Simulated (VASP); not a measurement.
# Pt (Fmmm) in VASP: a series of runs, part 2 of 2

VASP 6.6.1. Earlier steps stand in the parts before.

## 3. Single point, r2SCAN (strain +0.0150 x Voigt [0, 0, 0, 0, 0, 1])

The input, POSCAR:

```
Pt
1.0
   -1.5723383500      1.5723383500      1.5842200000
    1.5723383500     -1.5723383500      1.5842200000
    1.5961016500      1.5961016500     -1.5842200000
Pt
1
Direct
    0.0000000000      0.0000000000      0.0000000000
```

The input, INCAR.step1:

```
SYSTEM = Pt
PREC = Accurate ; ENCUT = 520
ISMEAR = 0 ; SIGMA = 0.15
LREAL = .FALSE. ; LASPH = .TRUE.
NELM = 60 ; NBANDS = 11
GGA = PE ; ALGO = Normal
EDIFF = 1E-4 ; LWAVE = .TRUE.
LCHARG = .FALSE.
```

The input, INCAR.step2:

```
SYSTEM = Pt
PREC = Accurate ; ENCUT = 520
EDIFF = 1E-6 ; ISMEAR = 0
SIGMA = 0.15 ; LREAL = .FALSE.
LASPH = .TRUE. ; NELM = 60
ALGO = Normal ; ISIF = 2
LWAVE = .FALSE. ; LCHARG = .FALSE.
METAGGA = R2SCAN ; LMIXTAU = .TRUE.
NBANDS = 11 ; ISTART = 1
```

The input, KPOINTS:

```
regular mesh
0
G
  22 22 22
  0 0 0
```

Potentials or basis: VASP PAW PBE potentials, release 64 (Pt).

Command:

```sh
$ cat potpaw_PBE.64/Pt/POTCAR > POTCAR
$ cp INCAR.step1 INCAR
$ mpirun -np 1 vasp_std > vasp.out
$ cp INCAR.step2 INCAR
$ mpirun -np 1 vasp_std > vasp.out
```

OUTCAR:

```text
SYSTEM = Pt
   PREC = Accurate
   ENCUT = 520
   EDIFF = 1E-6
   ISMEAR = 0
   LREAL = .FALSE.
   LASPH = .TRUE.
   NELM = 60
   ISIF = 2
   METAGGA = R2SCAN
   ISTART = 1

 ion  position               nearest neighbor table
   1  0.000  0.000  0.000-

  LATTYP: Found a face centered orthorhombic cell.
 ALAT       =     3.1684400000
 B/A-ratio  =     1.4036069607
 C/A-ratio  =     1.4248201641

  Lattice vectors:

 A1 = (   3.1684400000,   0.0237633000,   0.0000000000)
 A2 = (   1.5961016500,   1.5961016500,   1.5842200000)
 A3 = (   1.5723383500,  -1.5723383500,   1.5842200000)

Analysis of symmetry for initial positions (statically):
=====================================================================
 Subroutine PRICEL returns:
 Original cell was already a primitive cell.

 Routine SETGRP: Setting up the symmetry group for a
 face centered orthorhombic supercell.

 Subroutine GETGRP returns: Found  8 space group operations
 (whereof  8 operations were pure point group operations)
 out of a pool of  8 trial point group operations.

The static configuration has the point symmetry D_2h.

Analysis of symmetry for dynamics (positions and initial velocities):
=====================================================================
 Subroutine PRICEL returns:
 Original cell was already a primitive cell.

 Routine SETGRP: Setting up the symmetry group for a
 face centered orthorhombic supercell.

 Subroutine GETGRP returns: Found  8 space group operations
 (whereof  8 operations were pure point group operations)
 out of a pool of  8 trial point group operations.

The dynamic configuration has the point symmetry D_2h.

 Subroutine INISYM returns: Found  8 space group operations
 (whereof  8 operations are pure point group operations),
 and found     1 'primitive' translations

----------------------------------------------------------------------------------------

                                     Primitive cell

  volume of cell :      15.9031

[... 111 lines left out ...]
   METAGGA = R2SCAN    functional components
   LHFCALC =     F    Hartree Fock is set to
   AEXX    =    0.0000 exact exchange contribution
   IVDW    =     0    specifies the selected vdW correction
   LEPSILON=     F    determine dielectric tensor
   LRPA    =     F    only Hartree local field effects (RPA)
 non-spin polarized calculation
 Gauss-broadening in eV      SIGMA  =   0.15
  energy-cutoff  :      520.00
  volume of cell :       15.90
 maximum number of plane-waves:       441
   NGX = 11   NGY = 11   NGZ = 11

 number of electron       9.9999999 magnetization

 Free energy of the ion-electron system (eV)
  ---------------------------------------------------
  ext. energy  EPLUGINS =         0.00000000
  ---------------------------------------------------
  free energy    TOTEN  =       -51.40225428 eV

  energy without entropy =      -51.38965843  energy(sigma->0) =      -51.39595635

 E-fermi :   9.8275     XC(G=0): -14.2283

 val. band max:        9.8272455429   @ k =  -0.0455   0.3636   0.0455
 cond. band min:       9.8284021000   @ k =   0.0000   0.0000   0.3636
 fundamental gap:      0.0011565571
 Fermi energy:         9.8275465450

 k-point     1 :       0.0000    0.0000    0.0000
  band No.  band energies     occupation
      1       0.1791      2.00000
      2       6.1621      2.00000
      3       6.2683      2.00000
      4       6.3812      2.00000
      5       8.7485      2.00000
      6       8.7521      2.00000
      7      27.7980      0.00000
      8      27.9377      0.00000
      9      28.0703      0.00000
     10      38.2354      0.00000
     11      38.2559      0.00000
[... 309 lines left out ...]
 k-point    24 :      -0.4545    0.0455    0.0000
  band No.  band energies     occupation
      1       3.2155      2.00000
      2       4.8963      2.00000
      3       8.3682      2.00000
      4       8.8329      2.00000
      5       9.4783      1.99901
      6      10.9744      0.00000
      7      17.5747      0.00000
      8      24.1989      0.00000
      9      26.7061      0.00000
     10      34.8732      0.00000
     11      35.3997      0.00000

 [... further k-points ...]

------------------------ aborting loop because EDIFF is reached ----------------------------------------

  FORCE on cell =-STRESS in cart. coord.  units (eV):
  Direction    XX          YY          ZZ          XY          YZ          ZX
  --------------------------------------------------------------------------------------
  -------------------------------------------------------------------------------------
  Total       -0.5848331     -0.5848331     -0.5820670     -0.2125496      0.0000000      0.0000000
  in kB      -58.9197000    -58.9197000    -58.6410256    -21.4135544      0.0000000      0.0000000
  external PRESSURE =     -58.8268086 kB  Pullay stress =       0.0000000 kB

 VOLUME and BASIS-vectors are now :
 -----------------------------------------------------------------------------
  energy-cutoff  :      520.00
  volume of cell :       15.90
      direct lattice vectors                 reciprocal lattice vectors
    -1.572338350  1.572338350  1.584220000    -0.002367229  0.315630485  0.315612731
     1.572338350 -1.572338350  1.584220000     0.315630485 -0.002367229  0.315612731
     1.596101650  1.596101650 -1.584220000     0.313263256  0.313263256  0.000000000

 POSITION                                       TOTAL-FORCE (eV/Angst)
 -----------------------------------------------------------------------------------
      0.00000      0.00000      0.00000         0.000000      0.000000     -0.000000
 -----------------------------------------------------------------------------------
    total drift:                                0.000000     -0.000000     -0.000000

  FREE ENERGIE OF THE ION-ELECTRON SYSTEM (eV)
  ---------------------------------------------------
  free  energy   TOTEN  =       -51.4022542804 eV

  energy  without entropy=      -51.3896584279  energy(sigma->0) =      -51.39595635
```

Run time: 14 min. Hardware: 1 thread of Oxide Virtual Turin-like, shared host; peak memory 0.33 GiB.

What came out:

- Free energy: -51.4023 eV
- Pressure: -5.9 GPa
- Band gap on the k mesh: zero (bands 5 and 6 overlap by 2.35 eV)

Stress tensor (GPa, compression positive):
```
-5.89 -2.14  0.00
-2.14 -5.89  0.00
 0.00  0.00 -5.86
```

Caveat: the cell differs from its parent crystal (strain +0.0150 x Voigt [0, 0, 0, 0, 0, 1]); the cell stands under tension; the PAW data sets were made with another functional, which shifts forces and pressure a little; spin-orbit coupling is left out, which moves the levels of the heavy elements.

## 4. Single point, r2SCAN (strain +0.0175 x Voigt [0, 0, 0, 0, 0, 1])

The input, POSCAR:

```
Pt
1.0
   -1.5703580750      1.5703580750      1.5842200000
    1.5703580750     -1.5703580750      1.5842200000
    1.5980819250      1.5980819250     -1.5842200000
Pt
1
Direct
    0.0000000000      0.0000000000      0.0000000000
```

The input, INCAR.step1:

```
SYSTEM = Pt
  PREC = Accurate
  ENCUT = 520
  ISMEAR = 0
  SIGMA = 0.15
  LREAL = .False.
  LASPH = .True.
  NELM = 100
  NBANDS = 11
  GGA = PE
  ALGO = Normal
  EDIFF = 1E-4
  LWAVE = .True.
  LCHARG = .False.
```

The input, INCAR.step2:

```
SYSTEM = Pt
  PREC = Accurate
  ENCUT = 520
  EDIFF = 1E-6
  ISMEAR = 0
  SIGMA = 0.15
  LREAL = .False.
  LASPH = .True.
  NELM = 100
  ALGO = Normal
  ISIF = 2
  LWAVE = .False.
  LCHARG = .False.
  METAGGA = R2SCAN
  LMIXTAU = .True.
  NBANDS = 11
  ISTART = 1
```

The input, KPOINTS:

```
Automatic mesh
0
Gamma
  22 22 22
  0 0 0
```

Potentials or basis: VASP PAW PBE potentials, release 64 (Pt).

Command:

```sh
$ cat potpaw_PBE.64/Pt/POTCAR > POTCAR
$ cp INCAR.step1 INCAR
$ mpirun -np 1 vasp_std > vasp.out
$ cp INCAR.step2 INCAR
$ mpirun -np 1 vasp_std > vasp.out
```

OUTCAR:

```text
SYSTEM = Pt
   PREC = Accurate
   ENCUT = 520
   EDIFF = 1E-6
   ISMEAR = 0
   LREAL = .False.
   LASPH = .True.
   NELM = 100
   ISIF = 2
   METAGGA = R2SCAN
   ISTART = 1

 ion  position               nearest neighbor table
   1  0.000  0.000  0.000-

  LATTYP: Found a face centered orthorhombic cell.
 ALAT       =     3.1684400000
 B/A-ratio  =     1.4018391937
 C/A-ratio  =     1.4265879310

  Lattice vectors:

 A1 = (   3.1684400000,   0.0277238500,   0.0000000000)
 A2 = (   1.5980819250,   1.5980819250,   1.5842200000)
[... 516 lines left out ...]

 [... further k-points ...]

------------------------ aborting loop because EDIFF is reached ----------------------------------------

  FORCE on cell =-STRESS in cart. coord.  units (eV):
  Direction    XX          YY          ZZ          XY          YZ          ZX
  --------------------------------------------------------------------------------------
  -------------------------------------------------------------------------------------
  Total       -0.5824880     -0.5824880     -0.5786826     -0.2479439      0.0000000      0.0000000
  in kB      -58.6846309    -58.6846309    -58.3012448    -24.9799084      0.0000000      0.0000000
  external PRESSURE =     -58.5568355 kB  Pullay stress =       0.0000000 kB

 VOLUME and BASIS-vectors are now :
 -----------------------------------------------------------------------------
  energy-cutoff  :      520.00
  volume of cell :       15.90
      direct lattice vectors                 reciprocal lattice vectors
    -1.570358075  1.570358075  1.584220000    -0.002761823  0.315636897  0.315612731
     1.570358075 -1.570358075  1.584220000     0.315636897 -0.002761823  0.315612731
     1.598081925  1.598081925 -1.584220000     0.312875074  0.312875074  0.000000000

 POSITION                                       TOTAL-FORCE (eV/Angst)
 -----------------------------------------------------------------------------------
      0.00000      0.00000      0.00000        -0.000000     -0.000000      0.000000
 -----------------------------------------------------------------------------------
    total drift:                                0.000000      0.000000      0.000000

  FREE ENERGIE OF THE ION-ELECTRON SYSTEM (eV)
  ---------------------------------------------------
  free  energy   TOTEN  =       -51.4016903727 eV

  energy  without entropy=      -51.3890837200  energy(sigma->0) =      -51.39538705
```

It took 13 min on 1 thread of Oxide Virtual Turin-like, shared host; peak memory 0.33 GiB.

What came out:

```yaml
Free_energy: -51.4017 eV
Pressure: -5.9 GPa
Band_gap_on_the_k_mesh: zero (bands 5 and 6 overlap by 2.37 eV)
```

Stress tensor (GPa, compression positive):
```
-5.87 -2.50  0.00
-2.50 -5.87  0.00
 0.00  0.00 -5.83
```

Levels at points of the mesh, in eV from the Fermi level:
```
           k point  band 1  band 2  band 3  band 4  band 5  band 6  band 7  band 8  band 9  band 10
(0.00, 0.00, 0.00)   -9.65   -3.68   -3.56   -3.43   -1.08   -1.07   17.95   18.11   18.26    28.39
(0.50, 0.00, 0.00)   -6.69   -5.01   -1.25   -0.77    0.49    1.10    6.58   14.07   16.60    25.25
(0.50, 0.50, 0.00)   -6.66   -4.95   -1.31   -0.86    0.62    1.18    6.80   13.98   16.44    24.93
(0.00, 0.00, 0.50)   -6.72   -5.07   -1.19   -0.69    0.37    1.03    6.35   14.20   16.70    25.58
(0.50, 0.50, 0.50)   -6.22   -6.22    0.45    0.56    0.69    8.11    8.11    8.12   13.37    19.78
```

Caveat: the cell differs from its parent crystal (strain +0.0175 x Voigt [0, 0, 0, 0, 0, 1]); the cell stands under tension; the PAW data sets were made with another functional, which shifts forces and pressure a little; spin-orbit coupling is left out, which moves the levels of the heavy elements.

## 5. The runs side by side

| cell | gap on the mesh (eV) | pressure (GPa) |
| --- | --- | --- |
| a = 2.762, b = 2.762, c = 2.726 Å, angles 109.5, 109.5, 110.0°, 1 atom | none | -5.8 |
| a = 2.730, b = 2.730, c = 2.758 Å, angles 109.5, 109.5, 109.1°, 1 atom | none | -5.9 |
| a = 2.728, b = 2.728, c = 2.760 Å, angles 109.5, 109.5, 109.0°, 1 atom | none | -5.9 |

Alike in all rows: task single point; level r2SCAN; potentials or basis VASP PAW PBE potentials, release 64 (Pt); no spin polarisation; k mesh 22 × 22 × 22; cutoff (eV) 520; smearing gaussian 0.15 eV.

Caveats: the cell stands under tension; the PAW data sets were made with another functional, which shifts forces and pressure a little; spin-orbit coupling is left out, which moves the levels of the heavy elements.

Absolute energies hang on the potentials; compare differences alone.
